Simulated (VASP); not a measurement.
AlN:

```
CELL_PARAMETERS angstrom
0.00000 2.01887 2.01887
2.01887 0.00000 2.01887
2.01887 2.01887 0.00000
ATOMIC_POSITIONS crystal
Al 0.00000 0.00000 0.00000
N 0.50000 0.50000 0.50000
```

Base run:

- Program: VASP 6.6.1
- Functional: r2SCAN
- Potentials or basis: VASP PAW PBE potentials, release 64 (Al, N)
- Cutoff: 520 eV
- k mesh: 10 × 10 × 10
- Occupations: gaussian, width 0.01 eV
- Spin: no spin polarisation

Its results: band gap on the k mesh 5.53 eV, indirect (least direct gap 6.58 eV); pressure -0.8 GPa.

The run is repeated on the same cell with these changes: functional from r2SCAN to PBE; occupations from gaussian, width 0.01 eV to fermi-dirac, width 0.02 eV. What comes out?

Band gap on the k mesh 4.65 eV, indirect (least direct gap 5.74 eV); pressure 6.1 GPa.

Caveats: the PAW data sets were made with another functional, which shifts forces and pressure a little (some runs).

A k mesh can miss the band edges.
